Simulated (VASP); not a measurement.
As: single point with LDA

As:

```
CELL_PARAMETERS angstrom
1.91768 1.10718 3.58298
-1.91768 1.10718 3.58298
0.00000 -2.21435 3.58298
ATOMIC_POSITIONS crystal
As 0.22600 0.22600 0.22600
As 0.77400 0.77400 0.77400
```

```
Program                : VASP 6.6.1
Task                   : single point
Functional             : LDA
Potentials or basis    : VASP PAW LDA potentials, release 64 (As)
Cutoff                 : 520 eV
k mesh                 : 14 × 14 × 14
Occupations            : gaussian, width 0.02 eV
Spin                   : no spin polarisation
Dipole correction      : no
Further INCAR settings : ALGO = Normal; EDIFF = 1e-06; NBANDS = 12
```

```yaml
Pressure: -4.8 GPa
Largest_force: 0.052 eV/Å
Band_gap_on_the_k_mesh: zero (band 5 reaches 4.82 eV, above the bottom of band 6 at 4.42 eV)
```

Forces on the atoms (eV/Å):
```
As   0.000  0.000 -0.052
As   0.000  0.000  0.052
```

Stress tensor (GPa, compression positive):
```
-5.11  0.00  0.00
 0.00 -5.11  0.00
 0.00  0.00 -4.27
```

Levels at points of the mesh, in eV from the Fermi level:
```csv
k point,band 1,band 2,band 3,band 4,band 5,band 6,band 7,band 8,band 9,band 10
"(0.00, 0.00, 0.00)",-14.53,-6.11,-2.25,-1.87,-1.87,1.58,2.81,2.81,6.94,6.94
"(0.50, 0.00, 0.00)",-12.00,-10.80,-2.64,-2.60,-0.39,-0.33,0.50,1.47,8.82,9.07
"(0.50, 0.50, 0.00)",-11.98,-9.59,-5.61,-3.86,-3.83,1.60,5.13,6.60,6.77,10.53
"(0.50, 0.50, 0.50)",-13.37,-9.67,-1.62,-1.62,-0.82,0.85,0.85,1.70,7.86,10.35
```

It took 30 s on 1 thread of Intel(R) Xeon(R) 6975P-C (Granite Rapids), on a shared host, peak memory 0.25 GiB.
